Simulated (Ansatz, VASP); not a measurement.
## NaRuS3: VASP beside Ansatz

```
Na Ru S
1.0
     4.69463    0.00000    0.00000
     0.00000    4.69463    0.00000
     0.00000    0.00000    4.69463
Na Ru S
1 1 3
Direct
  0.00000 0.00000 0.00000
  0.50000 0.50000 0.50000
  0.50000 0.50000 0.00000
  0.50000 0.00000 0.50000
  0.00000 0.50000 0.50000
```

Alike in both runs: functional PBE; k mesh 8 × 8 × 8; occupations gaussian, width 0.1 eV; no spin polarisation.

Ansatz relaxed the structure, and its values are those at the end. VASP's run is a single point on that final structure, the one shown.

```csv
,VASP,Ansatz
version,VASP 6.6.1,Ansatz 0.2.0
potentials or method,"VASP PAW PBE potentials, release 64 (Na_pv, Ru_pv, S), cutoff 520 eV","scalar-relativistic, plane waves, PAW"
valence electrons in the cell,39,43
```

|  | VASP | Ansatz | Ansatz less VASP |
| --- | --- | --- | --- |
| gap on the k mesh at the Fermi level (eV) | none | none | - |
| pressure (GPa) | -0.1 | 0.0 | +0.13 |

A gap of «none» marks a metal or a gap that the smearing closes. VASP's potentials hold 39 valence electrons a cell and Ansatz's 43, so a difference there can come from the potentials and not from the codes.
